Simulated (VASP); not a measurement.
Input of a VASP 6.6.1 run:

POSCAR

```
MgO
1.0
    0.0000000000      2.0795922133      2.0795922133
    2.0795922133      0.0000000000      2.0795922133
    2.0795922133      2.0795922133      0.0000000000
Mg O
1 1
Direct
    0.0000000000      0.0000000000      0.0000000000
    0.5000000000      0.5000000000      0.5000000000
```

File INCAR.step1:

```
SYSTEM = MgO
ALGO = Normal ; EDIFF = 1E-5
ENCUT = 920 ; GGA = PE
GGA_COMPAT = .False. ; ISMEAR = 0
LASPH = .True. ; LCHARG = .False.
LREAL = .False. ; LWAVE = .True.
NBANDS = 15 ; NELM = 120
PREC = Accurate ; SIGMA = 0.01
```

Contents of INCAR.step2:

```
SYSTEM = MgO
ALGO = Normal ; EDIFF = 1E-6
ENCUT = 920 ; GGA_COMPAT = .False.
ISIF = 2 ; ISMEAR = 0
ISTART = 1 ; LASPH = .True.
LCHARG = .False. ; LMIXTAU = .True.
LREAL = .False. ; LWAVE = .False.
METAGGA = R2SCAN ; NBANDS = 15
NELM = 120 ; PREC = Accurate
SIGMA = 0.01
```

The input KPOINTS:

```
k-points
0
Gamma
  10 10 10
  0 0 0
```

Potentials or basis: VASP PAW PBE potentials, release 64 (Mg_sv, O).

The run is started by

```sh
$ cat potpaw_PBE.64/Mg_sv/POTCAR potpaw_PBE.64/O/POTCAR > POTCAR
$ cp INCAR.step1 INCAR
$ mpirun -np 1 vasp_std > vasp.out
$ cp INCAR.step2 INCAR
$ mpirun -np 1 vasp_std > vasp.out
```

(1) What does it give for the band gap on the k mesh?

(2) Estimate the pressure.

Answers

(1) 6.04 eV.

(2) 6.3 GPa.

Caveat: the cell stands under pressure; the PAW data sets were made with another functional, which shifts forces and pressure a little.
